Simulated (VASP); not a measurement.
ZnS: single point with PBEsol

ZnS:

```
Zn S
1.0
     0.00000   -6.59243    0.00000
     5.70921   -3.29622    0.00000
     0.00000   -2.19748    9.35195
Zn S
9 9
Direct
  0.68011 0.65216 0.99907
  0.34646 0.33425 0.00231
  0.01164 0.98875 0.00243
  0.45059 0.68046 0.66271
  0.12623 0.35217 0.65797
  0.78145 0.03069 0.67817
  0.19694 0.66027 0.33655
  0.87232 0.32138 0.32811
  0.52550 0.99097 0.33709
  0.55928 0.65109 0.25339
  0.23448 0.32468 0.25000
  0.90070 0.98326 0.24656
  0.13769 0.68747 0.58662
  0.81706 0.34693 0.57937
  0.49232 0.00900 0.57898
  0.37507 0.66137 0.91273
  0.04735 0.32051 0.91319
  0.70337 0.99303 0.92186
```

This cell differs from its parent crystal: dynamics (nvt nose hoover) at 200 K, volume x 1.0, from the last frame before.

| Quantity | Value |
| --- | --- |
| Program | VASP 6.6.1 |
| Task | single point |
| Functional | PBEsol |
| Potentials or basis | VASP PAW PBE potentials, release 64 (Zn, S) |
| Cutoff | 520 eV |
| k mesh | 2 × 2 × 1, shifted |
| Occupations | fermi-dirac, width 0.02 eV |
| Spin | no spin polarisation |

- Pressure: -1.4 GPa
- Largest force: 0.606 eV/Å
- Band gap on the k mesh: 3.22 eV

Forces in eV/Å, atoms in the order of the input:
```
Zn  -0.062 -0.084  0.116
Zn  -0.142  0.275 -0.080
Zn   0.111 -0.141 -0.203
Zn  -0.005 -0.145 -0.040
Zn  -0.440  0.152  0.300
Zn  -0.327  0.207 -0.291
Zn  -0.023 -0.034  0.157
Zn  -0.128 -0.028  0.123
Zn  -0.185 -0.316 -0.252
S    0.259 -0.446 -0.319
S    0.083  0.063  0.035
S    0.297 -0.019  0.299
S    0.098 -0.060 -0.230
S    0.043  0.058 -0.040
S    0.122  0.259  0.383
S    0.049  0.071 -0.002
S    0.194  0.082  0.024
S    0.053  0.106  0.017
```

Stress tensor (GPa, compression positive):
```
-1.60  0.28 -0.35
 0.28 -0.70 -0.31
-0.35 -0.31 -1.95
```

Levels at points of the mesh, in eV from the valence-band top:
```tsv
k point	band 77	band 78	band 79	band 80	band 81	band 82	band 83	band 84	band 85	band 86
(0.25, 0.25, 0.00)	-1.07	-0.82	-0.65	-0.11	0.00	3.25	3.98	4.27	4.43	4.46
```

Wall time 2.6 min on 1 thread of Intel(R) Xeon(R) Platinum 8559C (Emerald Rapids), with other jobs on the host, peak memory 0.44 GiB.

Caveat: the k points lie up to 0.67 Å⁻¹ apart; the PAW data sets were made with another functional, which shifts forces and pressure a little. A k mesh can miss the band edges.
